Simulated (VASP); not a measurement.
The system is ErB.

```
CELL_PARAMETERS angstrom
2.88057 0.00000 0.00000
0.00000 2.88057 0.00000
0.00000 0.00000 3.94878
ATOMIC_POSITIONS crystal
Er 0.00000 0.00000 0.00000
B 0.50000 0.50000 0.50000
```

The cell was generated, and may not be a known phase.

- Program: VASP 6.6.1
- Task: relaxation of cell and atoms
- Functional: PBE
- Potentials or basis: VASP PAW PBE potentials, release 64 (Er_3, B), 4f in core
- Cutoff: 500 eV
- k mesh: 20 × 20 × 14
- Occupations: gaussian, width 0.1 eV
- Spin: no spin polarisation

At the start: pressure -3.1 GPa; volume 16.38 Å³/atom.

Problem. How do energy, volume and symmetry change on relaxing?

Solution. Over 11 steps the energy falls by 294.7 meV/atom and the volume is 15.97 Å³/atom (-2.5 %); space group P4/mmm (No. 123, to 0.1 Å) before, Pm-3m (No. 221, to 0.1 Å).

The path:
```csv
step,energy change (eV),largest force (eV/Å),pressure (GPa),volume (Å³)
1,0.0000,0.0000,-3.12,32.77
2,-0.4812,0.0000,3.00,30.99
3,-0.5251,0.0000,6.08,30.25
4,-0.5263,0.0000,7.40,29.96
5,-0.5772,0.0000,-3.22,33.04
6,-0.5847,0.0000,-0.76,32.19
7,-0.5847,0.0000,-0.89,32.23
8,-0.5887,0.0000,-0.73,32.18
9,-0.5890,0.0000,-0.69,32.17
10,-0.5893,0.0000,0.42,31.82
11,-0.5894,0.0000,0.00,31.95
```

Final structure:
```xyz
2
Lattice="3.1702 0.0000 0.0000 0.0000 3.1702 0.0000 0.0000 0.0000 3.1788" Properties=species:S:1:pos:R:3 pbc="T T T"
Er    0.0000    0.0000    0.0000
B     1.5851    1.5851    1.5894
```

Caveat: a cell axis changed by over 15 % at a fixed basis, so the end point is rough.
